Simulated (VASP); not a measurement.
# CdS (P6_3/mmc) in VASP: a series of runs

The runs below take CdS through single point, with r2SCAN.

All numbers are computed with VASP 6.6.1; they aren't measurements. Logs are shortened: lines on timing, memory, paths and dates and some standing lists are left out, and cuts for length are marked.

**1. The cell of the first run**

Symmetry: P6_3/mmc, No. 194, hexagonal system. Conventional cell: a = 4.409 Å, b = 4.409 Å, c = 5.748 Å, α = 90.00°, β = 90.00°, γ = 120.00°. Within 3.4 Å of Cd (site symmetry -6m2) lie 5 S at 2.55 to 2.87 Å. Within 3.4 Å of S (site symmetry -6m2) lie 5 Cd at 2.55 to 2.87 Å.

**2. Single point, r2SCAN**

File POSCAR:

```
CdS
1.0
    4.4085296518      0.0000000000      0.0000000000
   -2.2042648259      3.8178986718      0.0000000000
    0.0000000000      0.0000000000      5.7481182114
Cd S
2 2
Direct
    0.3333333333      0.6666666667      0.2500000000
    0.6666666667      0.3333333333      0.7500000000
    0.6666666667      0.3333333333      0.2500000000
    0.3333333333      0.6666666667      0.7500000000
```

File INCAR.step1:

```
ALGO = Normal
EDIFF = 1E-4
ENCUT = 520
GGA = PE
ISMEAR = -1
LASPH = T
LCHARG = F
LREAL = F
LWAVE = T
NBANDS = 26
NELM = 80
PREC = Accurate
SIGMA = 0.02
```

File INCAR.step2:

```
ALGO = Normal
EDIFF = 1E-7
ENCUT = 520
ISIF = 2
ISMEAR = -1
ISTART = 1
LASPH = T
LCHARG = F
LMIXTAU = T
LREAL = F
LWAVE = F
METAGGA = R2SCAN
NBANDS = 26
NELM = 80
PREC = Accurate
SIGMA = 0.02
```

File KPOINTS:

```
k-points
0
Gamma
  6 6 4
```

Potentials or basis: VASP PAW PBE potentials, release 64 (Cd, S).

The run is started by

```sh
cat potpaw_PBE.64/Cd/POTCAR potpaw_PBE.64/S/POTCAR > POTCAR
cp INCAR.step1 INCAR
mpirun -np 1 vasp_std > vasp.out
cp INCAR.step2 INCAR
mpirun -np 1 vasp_std > vasp.out
```

OUTCAR:

```text
EDIFF = 1E-7
   ENCUT = 520
   ISIF = 2
   ISMEAR = -1
   ISTART = 1
   LASPH = T
   LREAL = F
   METAGGA = R2SCAN
   NELM = 80
   PREC = Accurate

 ion  position               nearest neighbor table
   1  0.333  0.667  0.250-   3 2.55   3 2.55   3 2.55   4 2.87   4 2.87
   2  0.667  0.333  0.750-   4 2.55   4 2.55   4 2.55   3 2.87   3 2.87
   3  0.667  0.333  0.250-   1 2.55   1 2.55   1 2.55   2 2.87   2 2.87
   4  0.333  0.667  0.750-   2 2.55   2 2.55   2 2.55   1 2.87   1 2.87

  LATTYP: Found a hexagonal cell.
 ALAT       =     4.4085296518
 C/A-ratio  =     1.3038628898

  Lattice vectors:

 A1 = (   4.4085296518,   0.0000000000,   0.0000000000)
 A2 = (  -2.2042648259,   3.8178986718,   0.0000000000)
 A3 = (   0.0000000000,   0.0000000000,   5.7481182114)

Analysis of symmetry for initial positions (statically):
=====================================================================
 Subroutine PRICEL returns:
 Original cell was already a primitive cell.

 Routine SETGRP: Setting up the symmetry group for a
 hexagonal supercell.

 Subroutine GETGRP returns: Found 24 space group operations
 (whereof 12 operations were pure point group operations)
 out of a pool of 24 trial point group operations.

The static configuration has the point symmetry D_3d.
 The point group associated with its full space group is D_6h.

Analysis of symmetry for dynamics (positions and initial velocities):
=====================================================================
 Subroutine PRICEL returns:
 Original cell was already a primitive cell.

 Routine SETGRP: Setting up the symmetry group for a
 hexagonal supercell.

 Subroutine GETGRP returns: Found 24 space group operations
 (whereof 12 operations were pure point group operations)
 out of a pool of 24 trial point group operations.

The dynamic configuration has the point symmetry D_3d.
 The point group associated with its full space group is D_6h.

 Subroutine INISYM returns: Found 24 space group operations
 (whereof 12 operations are pure point group operations),
 and found     1 'primitive' translations

----------------------------------------------------------------------------------------

                                     Primitive cell

  volume of cell :      96.7484

  direct lattice vectors                    reciprocal lattice vectors
     4.408529652  0.000000000  0.000000000     0.226832999  0.130962093  0.000000000
    -2.204264826  3.817898672  0.000000000     0.000000000  0.261924186  0.000000000
     0.000000000  0.000000000  5.748118211     0.000000000  0.000000000  0.173969978

  length of vectors
     4.408529652  4.408529652  5.748118211     0.261924186  0.261924186  0.173969978

  position of ions in fractional coordinates (direct lattice)
     0.333333333  0.666666667  0.250000000
     0.666666667  0.333333333  0.750000000
     0.666666667  0.333333333  0.250000000
     0.333333333  0.666666667  0.750000000

  ion indices of the primitive-cell ions
   primitive index   ion index
                 1           1
                 2           2
                 3           3
                 4           4

----------------------------------------------------------------------------------------

 KPOINTS: k-points

Automatic generation of k-mesh.
 Grid dimensions read from file:
 generate k-points for:    6    6    4

 Generating k-lattice:

  Cartesian coordinates                     Fractional coordinates (reciprocal lattice)
     0.037805500  0.021827015  0.000000000     0.166666667  0.000000000  0.000000000
     0.000000000  0.043654031  0.000000000     0.000000000  0.166666667  0.000000000
     0.000000000  0.000000000  0.043492495     0.000000000  0.000000000  0.250000000

  Length of vectors
     0.043654031  0.043654031  0.043492495

  Shift w.r.t. Gamma in fractional coordinates (k-lattice)
     0.000000000  0.000000000  0.000000000

 Subroutine IBZKPT returns following result:
 ===========================================

 Found     21 irreducible k-points:

 Following reciprocal coordinates:
            Coordinates               Weight
  0.000000  0.000000  0.000000      1.000000
  0.166667 -0.000000  0.000000      6.000000
  0.333333  0.000000  0.000000      6.000000
  0.500000  0.000000  0.000000      3.000000
  0.166667  0.166667  0.000000      6.000000
  0.333333  0.166667  0.000000     12.000000
[... 13 lines left out ...]
  0.333333  0.166667  0.500000     12.000000
  0.333333  0.333333  0.500000      2.000000
   k-points           NKPTS =     21   k-points in BZ     NKDIM =     21   number of bands    NBANDS=     26
   number of dos      NEDOS =    301   number of ions     NIONS =      4
   total plane-waves  NPLWV =  62208
   dimension x,y,z NGX =    36 NGY =   36 NGZ =   48
   dimension x,y,z NGXF=    72 NGYF=   72 NGZF=   96
   ions per type =               2   2
   NGX,Y,Z   is equivalent  to a cutoff of  13.58, 13.58, 13.88 a.u.
   NGXF,Y,Z  is equivalent  to a cutoff of  27.15, 27.15, 27.76 a.u.
 SYSTEM =  unknown system
   PREC   = accura    normal or accurate (medium, high low for compatibility)
   ISTART =      1    job   : 0-new  1-cont  2-samecut
   ICHARG =      0    charge: 1-file 2-atom 10-const
   ISPIN  =      1    spin polarized calculation?
   LNONCOLLINEAR =      F non collinear calculations
   LSORBIT =      F    spin-orbit coupling
   LASPH  =      T    aspherical Exc in radial PAW
   ENCUT  =  520.0 eV  38.22 Ry    6.18 a.u.   8.20  8.20 10.69*2*pi/ulx,y,z
   NELM   =     80;   NELMIN=  2; NELMDL=  0     # of ELM steps
   EDIFF  = 0.1E-06   stopping-criterion for ELM
   LREAL  =      F    real-space projection
   EDIFFG = 0.1E-05   stopping-criterion for IOM
   NSW    =      0    number of steps for IOM
   IBRION =     -1    ionic relax: 0-MD 1-quasi-New 2-CG
   NFREE  =      0    steps in history (QN), initial steepest desc. (CG)
   ISIF   =      2    stress and relaxation
   ISYM   =      2    0-nonsym 1-usesym 2-fastsym
   POTIM  = 0.5000    time-step for ionic-motion
   TEBEG  =    0.0;   TEEND  =   0.0 temperature during run
   PSTRESS=    0.0 pullay stress
   NELECT =      36.0000    total number of electrons
   NUPDOWN=      -1.0000    fix difference up-down
   EMIN   =  10.00;   EMAX   =-10.00  energy-range for DOS
   EFERMI =   0.00;   METHOD = LEGACY
   ISMEAR =    -1;   SIGMA  =   0.02  broadening in eV -4-tet -1-fermi 0-gaus
   EFERMI_NEDOS =   21; number of points for ismear=-14 and -15
   IALGO  =     38    algorithm
   IMIX   =      4    mixing-type and parameters
     AMIX     =   0.40;   BMIX     =  1.00
     AMIX_MAG =   1.60;   BMIX_MAG =  1.00
  volume/ion in A,a.u.               =      24.19       163.22
  Fermi-wavevector in a.u.,A,eV,Ry     =   1.177500  2.225153 18.864574  1.386507
  Thomas-Fermi vector in A             =   2.313846
   LORBIT       =      0    0 simple, 1 ext, 2 COOP (PROOUT), +10 PAW based schemes
   METAGGA = R2SCAN    functional components
   LHFCALC =     F    Hartree Fock is set to
   AEXX    =    0.0000 exact exchange contribution
   IVDW    =     0    specifies the selected vdW correction
   LEPSILON=     F    determine dielectric tensor
   LRPA    =     F    only Hartree local field effects (RPA)
 non-spin polarized calculation
  energy-cutoff  :      520.00
  volume of cell :       96.75
 maximum number of plane-waves:      2631
 NGX is ok and might be reduce to    36
   NGX = 17   NGY = 17   NGZ = 21

 number of electron      36.0000001 magnetization

 Free energy of the ion-electron system (eV)
  ---------------------------------------------------
  ext. energy  EPLUGINS =         0.00000000
  ---------------------------------------------------
  free energy    TOTEN  =       -59.06292100 eV

  energy without entropy =      -59.06292100  energy(sigma->0) =      -59.06292100

 E-fermi :   1.7100     XC(G=0):  -9.8712

 val. band max:        1.3048044634   @ k =   0.3333   0.3333   0.5000
 cond. band min:       2.7643966722   @ k =   0.0000   0.0000   0.0000
 fundamental gap:      1.4595922088
 Fermi energy:         1.7100211234

 k-point     1 :       0.0000    0.0000    0.0000
  band No.  band energies     occupation
      1     -11.6031      2.00000
      2     -10.8998      2.00000
      3      -6.7257      2.00000
      4      -6.7257      2.00000
      5      -6.7125      2.00000
      6      -6.7125      2.00000
[... 18 lines left out ...]
     25      10.7197      0.00000
     26      10.7358      0.00000

 k-point     2 :       0.1667   -0.0000    0.0000
  band No.  band energies     occupation
      1     -11.5045      2.00000
      2     -10.8792      2.00000
      3      -6.6771      2.00000
      4      -6.6722      2.00000
      5      -6.6617      2.00000
      6      -6.6491      2.00000
[... 18 lines left out ...]
     25       9.6403      0.00000
     26      10.6175      0.00000

 k-point     3 :       0.3333    0.0000    0.0000
  band No.  band energies     occupation
      1     -11.2780      2.00000
      2     -10.8642      2.00000
      3      -6.5599      2.00000
      4      -6.5448      2.00000
      5      -6.5127      2.00000
      6      -6.4756      2.00000
[... 18 lines left out ...]
     25      10.1048      0.00000
     26      10.4589      0.00000

 k-point     4 :       0.5000    0.0000    0.0000
  band No.  band energies     occupation
      1     -11.1281      2.00000
      2     -10.8916      2.00000
      3      -6.5008      2.00000
      4      -6.4441      2.00000
      5      -6.4432      2.00000
      6      -6.4386      2.00000
[... 18 lines left out ...]
     25      10.5609      0.00000
     26      12.0693      0.00000
[... 409 lines left out ...]
      1     -11.0254      2.00000
      2     -11.0254      2.00000
      3      -6.6381      2.00000
      4      -6.6381      2.00000
      5      -6.5875      2.00000
      6      -6.5875      2.00000
[... 18 lines left out ...]
     25       9.4399      0.00000
     26       9.4399      0.00000

 k-point    20 :       0.3333    0.1667    0.5000
  band No.  band energies     occupation
      1     -10.9238      2.00000
      2     -10.9238      2.00000
      3      -6.5966      2.00000
      4      -6.5966      2.00000
      5      -6.5097      2.00000
      6      -6.5097      2.00000
[... 18 lines left out ...]
     25      10.1917      0.00000
     26      10.1917      0.00000

 k-point    21 :       0.3333    0.3333    0.5000
  band No.  band energies     occupation
      1     -10.8904      2.00000
      2     -10.8904      2.00000
      3      -6.6069      2.00000
      4      -6.6069      2.00000
      5      -6.4584      2.00000
      6      -6.4584      2.00000
[... 18 lines left out ...]
     25       9.7298      0.00000
     26       9.7298      0.00000

------------------------ aborting loop because EDIFF is reached ----------------------------------------

  FORCE on cell =-STRESS in cart. coord.  units (eV):
  Direction    XX          YY          ZZ          XY          YZ          ZX
  --------------------------------------------------------------------------------------
  -------------------------------------------------------------------------------------
  Total        0.2394206      0.2394206      0.1814041      0.0000000      0.0000000      0.0000000
  in kB        3.9648642      3.9648642      3.0040965      0.0000000      0.0000000      0.0000000
  external PRESSURE =       3.6446083 kB  Pullay stress =       0.0000000 kB

 VOLUME and BASIS-vectors are now :
 -----------------------------------------------------------------------------
  energy-cutoff  :      520.00
  volume of cell :       96.75
      direct lattice vectors                 reciprocal lattice vectors
     4.408529652  0.000000000  0.000000000     0.226832999  0.130962093  0.000000000
    -2.204264826  3.817898672  0.000000000     0.000000000  0.261924186  0.000000000
     0.000000000  0.000000000  5.748118211     0.000000000  0.000000000  0.173969978

 POSITION                                       TOTAL-FORCE (eV/Angst)
 -----------------------------------------------------------------------------------
     -0.00000      2.54527      1.43703         0.000000      0.000000     -0.000000
      2.20426      1.27263      4.31109        -0.000000     -0.000000      0.000000
      2.20426      1.27263      1.43703        -0.000000      0.000000      0.000000
     -0.00000      2.54527      4.31109        -0.000000      0.000000      0.000000
 -----------------------------------------------------------------------------------
    total drift:                               -0.000000      0.000000      0.000000

  FREE ENERGIE OF THE ION-ELECTRON SYSTEM (eV)
  ---------------------------------------------------
  free  energy   TOTEN  =       -59.0629209996 eV

  energy  without entropy=      -59.0629209996  energy(sigma->0) =      -59.06292100
```

It took 98 s on 1 thread of Intel Xeon 6975P-C (Granite Rapids), shared host; peak memory 0.26 GiB.

Results:

```yaml
Free_energy: -59.0629 eV
Pressure: 0.4 GPa
Band_gap_on_the_k_mesh: 1.46 eV (least direct gap 1.73 eV)
```

Levels at points of the mesh, in eV from the valence-band top:
```csv
k point,band 16,band 17,band 18,band 19,band 20,band 21
"(0.00, 0.00, 0.00)",-0.35,-0.27,-0.27,1.46,1.58,6.14
"(0.50, 0.00, 0.00)",-2.44,-1.33,-1.12,2.88,4.26,6.50
"(0.00, 0.00, 0.50)",-0.72,-0.72,-0.72,3.32,3.32,6.27
"(0.50, 0.00, 0.50)",-1.81,-0.38,-0.38,4.23,4.23,5.67
```

Caveat: the PAW data sets were made with another functional, which shifts forces and pressure a little.

**3. Single point, r2SCAN**

POSCAR is that of step 2.

File INCAR.step1:

```
PREC     = Accurate       # precision mode
ENCUT    = 520            # plane-wave cutoff, eV
ISMEAR   = 0              # smearing method
SIGMA    = 0.01           # smearing width, eV
LREAL    = F              # projectors in reciprocal space
LASPH    = T              # aspherical terms in the spheres
NELM     = 80             # most SCF steps
NBANDS   = 26             # bands
GGA      = PE             # functional
ALGO     = Normal         # electronic algorithm
EDIFF    = 1E-4           # SCF threshold, eV
LWAVE    = T              # write WAVECAR
LCHARG   = F              # write CHGCAR
```

File INCAR.step2:

```
PREC     = Accurate       # precision mode
ENCUT    = 520            # plane-wave cutoff, eV
EDIFF    = 1E-6           # SCF threshold, eV
ISMEAR   = 0              # smearing method
SIGMA    = 0.01           # smearing width, eV
LREAL    = F              # projectors in reciprocal space
LASPH    = T              # aspherical terms in the spheres
NELM     = 80             # most SCF steps
ALGO     = Normal         # electronic algorithm
ISIF     = 2              # what is computed and relaxed
LWAVE    = F              # write WAVECAR
LCHARG   = T              # write CHGCAR
METAGGA  = R2SCAN         # meta-GGA
LMIXTAU  = T            
LELF     = T              # ELF
LVHAR    = T            
NBANDS   = 26             # bands
ISTART   = 1
```

File KPOINTS:

```
regular mesh
0
Gamma
  6 6 4
```

Potentials or basis: VASP PAW PBE potentials, release 64 (Cd, S).

The run is started by

```sh
cat potpaw_PBE.64/Cd/POTCAR potpaw_PBE.64/S/POTCAR > POTCAR
cp INCAR.step1 INCAR
mpirun -np 1 vasp_std > vasp.out
cp INCAR.step2 INCAR
mpirun -np 1 vasp_std > vasp.out
```

Run time: 86 s. Hardware: 1 thread of Intel Xeon 6975P-C (Granite Rapids), shared host; peak memory 0.27 GiB.

Results (log left out):

```
Free energy            : -59.0629 eV
Pressure               : 0.4 GPa
Band gap on the k mesh : 1.46 eV (least direct gap 1.73 eV)
```

Stress tensor (GPa, compression positive):
```
0.40 0.00 0.00
0.00 0.40 0.00
0.00 0.00 0.30
```

Levels at points of the mesh, in eV from the valence-band top:
```csv
k point,band 14,band 15,band 16,band 17,band 18,band 19,band 20,band 21,band 22,band 23
"(0.00, 0.00, 0.00)",-1.23,-1.23,-0.35,-0.27,-0.27,1.46,1.58,6.14,6.14,7.68
"(0.50, 0.00, 0.00)",-3.32,-2.49,-2.44,-1.33,-1.12,2.88,4.26,6.50,7.21,8.61
"(0.00, 0.00, 0.50)",-2.14,-0.72,-0.72,-0.72,-0.72,3.32,3.32,6.27,6.27,6.27
"(0.50, 0.00, 0.50)",-4.38,-1.81,-1.81,-0.38,-0.38,4.23,4.23,5.67,5.67,8.08
```

Caveat: the PAW data sets were made with another functional, which shifts forces and pressure a little.
